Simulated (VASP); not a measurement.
# O (Fmmm) in VASP: notebook, part 2 of 3

VASP 6.6.1.

### 3 Electric field gradients, LDA

File INCAR:

```
SYSTEM = O
ALGO = Normal
EDIFF = 1E-8
ENCUT = 520
ISIF = 2
ISMEAR = -5
LASPH = .True.
LCHARG = .False.
LEFG = .True.
LREAL = .False.
LWAVE = .False.
NBANDS = 13
NELM = 100
PREC = Accurate
SIGMA = 0.1
```

File KPOINTS:

```
k-points
0
Gamma
  14 14 14
  0 0 0
```

File POSCAR:

```
O
1.0
    0.0000000000      1.8643428824      3.8461435541
    1.4814762822      0.0000000000      3.8461435541
    1.4814762822      1.8643428824      0.0000000000
O
2
Direct
    0.4210980000      0.4210980000      0.5789020000
    0.5789020000      0.5789020000      0.4210980000
```

Potentials or basis: VASP PAW LDA potentials, release 64 (O).

Started as:

```bash
$ cat potpaw_LDA.64/O/POTCAR > POTCAR
$ mpirun -np 1 vasp_std > vasp.out
```

OUTCAR:

```text
SYSTEM = O
   EDIFF = 1E-8
   ENCUT = 520
   ISIF = 2
   ISMEAR = -5
   LASPH = .True.
   LREAL = .False.
   NELM = 100
   PREC = Accurate

 ion  position               nearest neighbor table
   1  0.421  0.421  0.579-   2 1.21
   2  0.579  0.579  0.421-   1 1.21

  LATTYP: Found a face centered orthorhombic cell.
 ALAT       =     2.9629525644
 B/A-ratio  =     1.2584358621
 C/A-ratio  =     2.5961560103

  Lattice vectors:

 A1 = (   0.0000000000,   1.8643428824,   3.8461435541)
 A2 = (   1.4814762822,   0.0000000000,   3.8461435541)
 A3 = (   1.4814762822,   1.8643428824,   0.0000000000)

Analysis of symmetry for initial positions (statically):
=====================================================================
 Subroutine PRICEL returns:
 Original cell was already a primitive cell.

 Routine SETGRP: Setting up the symmetry group for a
 face centered orthorhombic supercell.

 Subroutine GETGRP returns: Found  8 space group operations
 (whereof  8 operations were pure point group operations)
 out of a pool of  8 trial point group operations.

The static configuration has the point symmetry D_2h.

Analysis of symmetry for dynamics (positions and initial velocities):
=====================================================================
 Subroutine PRICEL returns:
 Original cell was already a primitive cell.

 Routine SETGRP: Setting up the symmetry group for a
 face centered orthorhombic supercell.

 Subroutine GETGRP returns: Found  8 space group operations
 (whereof  8 operations were pure point group operations)
 out of a pool of  8 trial point group operations.

The dynamic configuration has the point symmetry D_2h.

 Subroutine INISYM returns: Found  8 space group operations
 (whereof  8 operations are pure point group operations),
 and found     1 'primitive' translations

----------------------------------------------------------------------------------------

                                     Primitive cell

  volume of cell :      21.2459

  direct lattice vectors                    reciprocal lattice vectors
     0.000000000  1.864342882  3.846143554    -0.337501184  0.268191010  0.130000348
     1.481476282  0.000000000  3.846143554     0.337501184 -0.268191010  0.130000348
     1.481476282  1.864342882  0.000000000     0.337501184  0.268191010 -0.130000348

  length of vectors
     4.274177654  4.121600686  2.381290902     0.450259434  0.450259434  0.450259434

  position of ions in fractional coordinates (direct lattice)
     0.421098000  0.421098000  0.578902000
     0.578902000  0.578902000  0.421098000

  ion indices of the primitive-cell ions
   primitive index   ion index
                 1           1
                 2           2

----------------------------------------------------------------------------------------

 KPOINTS: k-points

Automatic generation of k-mesh.
 Grid dimensions read from file:
 generate k-points for:   14   14   14
[... 78 lines left out ...]
   NUPDOWN=      -1.0000    fix difference up-down
   EMIN   =  10.00;   EMAX   =-10.00  energy-range for DOS
   EFERMI =   0.00;   METHOD = LEGACY
   ISMEAR =    -5;   SIGMA  =   0.10  broadening in eV -4-tet -1-fermi 0-gaus
   EFERMI_NEDOS =   21; number of points for ismear=-14 and -15
   IALGO  =     38    algorithm
   IMIX   =      4    mixing-type and parameters
     AMIX     =   0.40;   BMIX     =  1.00
     AMIX_MAG =   1.60;   BMIX_MAG =  1.00
  volume/ion in A,a.u.               =      10.62        71.69
  Fermi-wavevector in a.u.,A,eV,Ry     =   1.353245  2.557263 24.915986  1.831273
  Thomas-Fermi vector in A             =   2.480517
   LORBIT       =      0    0 simple, 1 ext, 2 COOP (PROOUT), +10 PAW based schemes
   GGA     = CA    functional components
   LHFCALC =     F    Hartree Fock is set to
   AEXX    =    0.0000 exact exchange contribution
   IVDW    =     0    specifies the selected vdW correction
   LEPSILON=     F    determine dielectric tensor
   LRPA    =     F    only Hartree local field effects (RPA)
 non-spin polarized calculation
 Fermi weights with tetrahedron method with Bloechl corrections
  energy-cutoff  :      520.00
  volume of cell :       21.25
 maximum number of plane-waves:       585
   NGX = 15   NGY = 15   NGZ =  9

 number of electron      11.9999997 magnetization

 Free energy of the ion-electron system (eV)
  ---------------------------------------------------
  ext. energy  EPLUGINS =         0.00000000
  ---------------------------------------------------
  free energy    TOTEN  =       -10.99771464 eV

  energy without entropy =      -10.99771464  energy(sigma->0) =      -10.99771464

 E-fermi :   0.5742     XC(G=0): -10.4511

 val. band max:        0.5693652695   @ k =  -0.2857   0.2143   0.2857
 cond. band min:       0.5662263729   @ k =  -0.1429   0.5000   0.3571
 fundamental gap:     -0.0031388966
 Fermi energy:         0.5741527263

 k-point     1 :       0.0000    0.0000    0.0000
  band No.  band energies     occupation
      1     -26.8702      2.00000
      2     -13.8464      2.00000
      3      -8.2920      2.00000
      4      -4.6725      2.00000
      5      -4.1751      2.00000
      6       1.8004      0.00000
      7       2.2292      0.00000
      8      10.6041      0.00000
      9      11.0053      0.00000
     10      12.6526      0.00000
     11      19.1357      0.00000
     12      21.3594      0.00000
     13      27.0564      0.00000
[... 354 lines left out ...]
  band No.  band energies     occupation
      1     -26.7050      2.00000
      2     -13.9249      2.00000
      3      -7.7048      2.00000
      4      -5.2874      2.00000
      5      -4.3503      2.00000
      6       1.3024     -0.03517
      7       2.1271      0.00000
      8       8.8224      0.00000
      9      12.1795      0.00000
     10      13.7637      0.00000
     11      20.7058      0.00000
     12      21.3098      0.00000
     13      26.0012      0.00000

 [... further k-points ...]
[... 5 lines left out ...]
  --------------------------------------------------------------------------------------
  -------------------------------------------------------------------------------------
  Total       -0.6063735     -1.0228282      0.2244006      0.0000000      0.0000000      0.0000000
  in kB      -45.7272251    -77.1324781     16.9222666      0.0000000      0.0000000      0.0000000
  external PRESSURE =     -35.3124789 kB  Pullay stress =       0.0000000 kB

 VOLUME and BASIS-vectors are now :
 -----------------------------------------------------------------------------
  energy-cutoff  :      520.00
  volume of cell :       21.25
      direct lattice vectors                 reciprocal lattice vectors
     0.000000000  1.864342882  3.846143554    -0.337501184  0.268191010  0.130000348
     1.481476282  0.000000000  3.846143554     0.337501184 -0.268191010  0.130000348
     1.481476282  1.864342882  0.000000000     0.337501184  0.268191010 -0.130000348

 POSITION                                       TOTAL-FORCE (eV/Angst)
 -----------------------------------------------------------------------------------
      1.48148      1.86434      3.23921         0.000000      0.000000     -0.339620
      1.48148      1.86434      4.45308         0.000000      0.000000      0.339620
 -----------------------------------------------------------------------------------
    total drift:                                0.000000      0.000000      0.000000

  FREE ENERGIE OF THE ION-ELECTRON SYSTEM (eV)
  ---------------------------------------------------
  free  energy   TOTEN  =       -10.9977146410 eV

  energy  without entropy=      -10.9977146410  energy(sigma->0) =      -10.99771464

 Electric field gradients (V/A^2)
---------------------------------------------------------------------
 ion       V_xx      V_yy      V_zz      V_xy      V_xz      V_yz
---------------------------------------------------------------------
   1     -70.680   -55.665   126.345     0.003    -0.000     0.001
   2     -70.680   -55.665   126.345     0.003    -0.000     0.001
---------------------------------------------------------------------

 Electric field gradients after diagonalization (V/A^2)
 (convention: |V_zz| > |V_xx| > |V_yy|)
----------------------------------------------------------------------
 ion       V_xx      V_yy      V_zz     asymmetry (V_yy - V_xx)/ V_zz
----------------------------------------------------------------------
   1     -70.680   -55.665   126.345       0.119
   2     -70.680   -55.665   126.345       0.119
----------------------------------------------------------------------

           NMR quadrupolar parameters

 Cq : quadrupolar parameter    Cq=e*Q*V_zz/h
 eta: asymmetry parameters     (V_yy - V_xx)/ V_zz
 Q  : nuclear electric quadrupole moment in mb (millibarn)
----------------------------------------------------------------------
 ion       Cq(MHz)       eta       Q (mb)
----------------------------------------------------------------------
   1       0.306       0.119       1.000
   2       0.306       0.119       1.000
----------------------------------------------------------------------
```

stdout:

```text
POSCAR found type information on POSCAR O
 POSCAR found :  1 types and       2 ions
 scaLAPACK will be used
 LDA part: xc-table for (Slater(with rela. corr.)+CA(PZ))
 , standard interpolation
 POSCAR, INCAR and KPOINTS ok, starting setup
 FFT: planning ... GRIDC
 FFT: planning ... GRID_SOFT
 FFT: planning ... GRID
 WAVECAR not read
 entering main loop
ion   1

ion   2

 -----------------------------------------------------------------------------
|                                                                             |
|           W    W    AA    RRRRR   N    N  II  N    N   GGGG   !!!           |
|           W    W   A  A   R    R  NN   N  II  NN   N  G    G  !!!           |
|           W    W  A    A  R    R  N N  N  II  N N  N  G       !!!           |
|           W WW W  AAAAAA  RRRRR   N  N N  II  N  N N  G  GGG   !            |
|           WW  WW  A    A  R   R   N   NN  II  N   NN  G    G                |
|           W    W  A    A  R    R  N    N  II  N    N   GGGG   !!!           |
|                                                                             |
|     Tetrahedron method does not include variations of the Fermi             |
|     occupations, so forces and stress will be inaccurate. We suggest        |
|     using a different smearing scheme ISMEAR = 1 or 2 for metals in         |
|     relaxations.                                                            |
|                                                                             |
 -----------------------------------------------------------------------------
```

It took 1.7 min on 1 thread of Oxide Virtual Turin-like, shared host; peak memory 0.17 GiB.

Results:

| Item | Value |
| --- | --- |
| Free energy | -10.9977 eV |
| Pressure | -3.5 GPa |
| Largest force | 0.340 eV/Å |
| Band gap on the k mesh | zero (bands 6 and 7 overlap by 2.19 eV) |
| Largest electric field gradient by atom | O +126.3 V/Å² |

Forces on the atoms (eV/Å):
```
O    0.000  0.000 -0.340
O    0.000  0.000  0.340
```

Electric field gradients, principal values (V/Å²):
| atom | least | middle | greatest (by size) |
| --- | --- | --- | --- |
| 1 O | -55.665 | -70.680 | 126.345 |
| 2 O | -55.665 | -70.680 | 126.345 |

Caveat: the standard files for N, O and F lose accuracy on very short bonds; spin is off for a triplet molecule; the stress differs along the axes, from -8 to 2 GPa; without QUAD_EFG the Cq values of the log hold for a quadrupole moment of 1 mb, not for the nuclei; tetrahedron occupations give inexact forces and stress in metals.

### 4 Electric field gradients, LDA (10.84 Å³/atom)

This run uses another cell than the first one, of 10.84 Å³/atom.

File INCAR:

```
PREC = Accurate
ENCUT = 520
EDIFF = 1E-8
ISMEAR = -1
SIGMA = 0.08
LREAL = F
LASPH = T
NELM = 60
ALGO = Normal
ISIF = 2
LWAVE = F
LCHARG = F
GGA = CA
LEFG = T
NBANDS = 13
```

File KPOINTS:

```
regular mesh
0
Gamma
  14 14 14
```

File POSCAR:

```
O
1.0
    0.0000000000      1.8772008259      3.8726695203
    1.4916936829      0.0000000000      3.8726695203
    1.4916936829      1.8772008259      0.0000000000
O
2
Direct
    0.4210980000      0.4210980000      0.5789020000
    0.5789020000      0.5789020000      0.4210980000
```

Potentials or basis: VASP PAW LDA potentials, release 64 (O).

Started as:

```bash
$ cat potpaw_LDA.64/O/POTCAR > POTCAR
$ mpirun -np 1 vasp_std > vasp.out
```

OUTCAR:

```text
PREC = Accurate
   ENCUT = 520
   EDIFF = 1E-8
   ISMEAR = -1
   LREAL = F
   LASPH = T
   NELM = 60
   ISIF = 2
   GGA = CA

 ion  position               nearest neighbor table
   1  0.421  0.421  0.579-   2 1.22
   2  0.579  0.579  0.421-   1 1.22

  LATTYP: Found a face centered orthorhombic cell.
 ALAT       =     2.9833873658
 B/A-ratio  =     1.2584358621
 C/A-ratio  =     2.5961560102

  Lattice vectors:

 A1 = (   0.0000000000,   1.8772008259,   3.8726695203)
 A2 = (   1.4916936829,   0.0000000000,   3.8726695203)
 A3 = (   1.4916936829,   1.8772008259,   0.0000000000)

Analysis of symmetry for initial positions (statically):
=====================================================================
 Subroutine PRICEL returns:
 Original cell was already a primitive cell.

 Routine SETGRP: Setting up the symmetry group for a
 face centered orthorhombic supercell.

 Subroutine GETGRP returns: Found  8 space group operations
 (whereof  8 operations were pure point group operations)
 out of a pool of  8 trial point group operations.

The static configuration has the point symmetry D_2h.

Analysis of symmetry for dynamics (positions and initial velocities):
=====================================================================
 Subroutine PRICEL returns:
 Original cell was already a primitive cell.

 Routine SETGRP: Setting up the symmetry group for a
 face centered orthorhombic supercell.

 Subroutine GETGRP returns: Found  8 space group operations
 (whereof  8 operations were pure point group operations)
 out of a pool of  8 trial point group operations.

The dynamic configuration has the point symmetry D_2h.

[... 162 lines left out ...]
      9      10.5521      0.00000
     10      12.4341      0.00000
     11      18.7189      0.00000
     12      21.0777      0.00000
     13      26.6669      0.00000
[... 354 lines left out ...]
  band No.  band energies     occupation
      1     -26.6250      2.00000
      2     -14.0853      2.00000
      3      -7.7789      2.00000
      4      -5.3810      2.00000
      5      -4.4634      2.00000
      6       1.0741      0.00031
      7       1.8725      0.00000
      8       8.4659      0.00000
      9      11.8476      0.00000
     10      13.4172      0.00000
     11      20.3656      0.00000
     12      20.9417      0.00000
     13      25.5968      0.00000

 [... further k-points ...]
[... 5 lines left out ...]
  --------------------------------------------------------------------------------------
  -------------------------------------------------------------------------------------
  Total       -0.7081842     -1.1163620     -0.5635765      0.0000000      0.0000000      0.0000000
  in kB      -52.3149690    -82.4678776    -41.6325123      0.0000000      0.0000000      0.0000000
  external PRESSURE =     -58.8051196 kB  Pullay stress =       0.0000000 kB

 VOLUME and BASIS-vectors are now :
 -----------------------------------------------------------------------------
  energy-cutoff  :      520.00
  volume of cell :       21.69
      direct lattice vectors                 reciprocal lattice vectors
     0.000000000  1.877200826  3.872669520    -0.335189460  0.266354027  0.129109907
     1.491693683  0.000000000  3.872669520     0.335189460 -0.266354027  0.129109907
     1.491693683  1.877200826  0.000000000     0.335189460  0.266354027 -0.129109907

 POSITION                                       TOTAL-FORCE (eV/Angst)
 -----------------------------------------------------------------------------------
      1.49169      1.87720      3.26155         0.000000      0.000000      0.293705
      1.49169      1.87720      4.48379         0.000000      0.000000     -0.293705
 -----------------------------------------------------------------------------------
    total drift:                                0.000000      0.000000      0.000000

  FREE ENERGIE OF THE ION-ELECTRON SYSTEM (eV)
  ---------------------------------------------------
  free  energy   TOTEN  =       -10.9954519055 eV

  energy  without entropy=      -10.9750836639  energy(sigma->0) =      -10.98526778

 Electric field gradients (V/A^2)
---------------------------------------------------------------------
 ion       V_xx      V_yy      V_zz      V_xy      V_xz      V_yz
---------------------------------------------------------------------
   1     -72.434   -56.107   128.541     0.004     0.000     0.001
   2     -72.434   -56.107   128.541     0.004     0.000     0.001
---------------------------------------------------------------------

 Electric field gradients after diagonalization (V/A^2)
 (convention: |V_zz| > |V_xx| > |V_yy|)
----------------------------------------------------------------------
 ion       V_xx      V_yy      V_zz     asymmetry (V_yy - V_xx)/ V_zz
----------------------------------------------------------------------
   1     -72.434   -56.107   128.541       0.127
   2     -72.434   -56.107   128.541       0.127
----------------------------------------------------------------------

           NMR quadrupolar parameters

 Cq : quadrupolar parameter    Cq=e*Q*V_zz/h
 eta: asymmetry parameters     (V_yy - V_xx)/ V_zz
 Q  : nuclear electric quadrupole moment in mb (millibarn)
----------------------------------------------------------------------
 ion       Cq(MHz)       eta       Q (mb)
----------------------------------------------------------------------
   1       0.311       0.127       1.000
   2       0.311       0.127       1.000
----------------------------------------------------------------------
```

stdout:

```text
POSCAR found type information on POSCAR O
 POSCAR found :  1 types and       2 ions
 scaLAPACK will be used
 LDA part: xc-table for (Slater(with rela. corr.)+CA(PZ))
 , standard interpolation
 POSCAR, INCAR and KPOINTS ok, starting setup
 FFT: planning ... GRIDC
 FFT: planning ... GRID_SOFT
 FFT: planning ... GRID
 WAVECAR not read
 entering main loop
ion   1

ion   2
```

Run time: 72 s. Hardware: 1 thread of Oxide Virtual Turin-like, shared host; peak memory 0.16 GiB.

What came out:

- Free energy: -10.9955 eV
- Pressure: -5.9 GPa
- Largest force: 0.294 eV/Å
- Band gap on the k mesh: zero (bands 6 and 7 overlap by 2.12 eV)
- Largest electric field gradient by atom: O +128.5 V/Å²

Forces in eV/Å, atoms in the order of the input:
```
O    0.000  0.000  0.294
O    0.000  0.000 -0.294
```

Levels at points of the mesh, in eV from the Fermi level:
```
           k point  band 3  band 4  band 5  band 6  band 7  band 8  band 9  band 10
(0.00, 0.00, 0.00)   -8.72   -5.15   -4.67    1.18    1.60    9.89   10.18    12.06
(0.50, 0.00, 0.00)   -9.24   -7.05   -4.79   -1.99    1.55    9.15   14.66    14.82
(0.50, 0.50, 0.00)   -7.39   -5.20   -4.69    1.32    1.66    6.13   10.43    13.52
(0.50, 0.00, 0.50)   -8.88   -7.28   -6.57   -1.41   -0.58   10.47   11.33    15.06
(0.00, 0.50, 0.50)   -8.74   -7.38   -6.17   -1.89   -0.29    9.67   11.25    16.97
```

Electric field gradients, principal values (V/Å²):
| atom | least | middle | greatest (by size) |
| --- | --- | --- | --- |
| 1 O | -56.107 | -72.434 | 128.541 |
| 2 O | -56.107 | -72.434 | 128.541 |

Caveat: the standard files for N, O and F lose accuracy on very short bonds; spin is off for a triplet molecule; the cell stands under tension; without QUAD_EFG the Cq values of the log hold for a quadrupole moment of 1 mb, not for the nuclei.

(Part 2 of 3 ends here.)
